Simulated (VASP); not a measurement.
A run of VASP 6.6.1:

The input INCAR:

```
  ALGO = Fast
  EDIFF = 1E-6
  ENCUT = 520
  GGA = PE
  ISIF = 2
  ISMEAR = 0
  KPAR = 4
  LASPH = T
  LCHARG = F
  LREAL = F
  LWAVE = F
  NBANDS = 54
  NELM = 100
  PREC = Accurate
  SIGMA = 0.15
```

File KPOINTS:

```
k-points
0
Gamma
  13 18 5
```

Contents of POSCAR:

```
Cu
1.0
    3.6150000000      0.0000000000      0.0000000000
    0.0000000000      1.8075000000     -1.8075000000
    0.6025000000      7.2300000000      7.2300000000
Cu
8
Direct
   -0.1562500000      0.0000000000      0.9375000000
    0.4895833333      0.5000000000      0.0625000000
   -0.0312500000      0.0000000000      0.1875000000
    0.4479166667      0.5000000000      0.3125000000
   -0.0729166667      0.0000000000      0.4375000000
    0.4062500000      0.5000000000      0.5625000000
   -0.1145833333      0.0000000000      0.6875000000
    0.3645833333      0.5000000000      0.8125000000
```

Potentials or basis: VASP PAW PBE potentials, release 64 (Cu).

Command:

```console
$ cat potpaw_PBE.64/Cu/POTCAR > POTCAR
$ mpirun -np 4 vasp_std > vasp.out
```

Hardware: 4 MPI ranks on Oxide Virtual Turin-like Processor, with other jobs on the host.

Q: How long does it take, and how much memory?

A: Wall time 15 min on 4 MPI ranks on Oxide Virtual Turin-like Processor, on a shared host, peak memory 1 GiB a rank. Counts: scf iterations 18, k points 330.
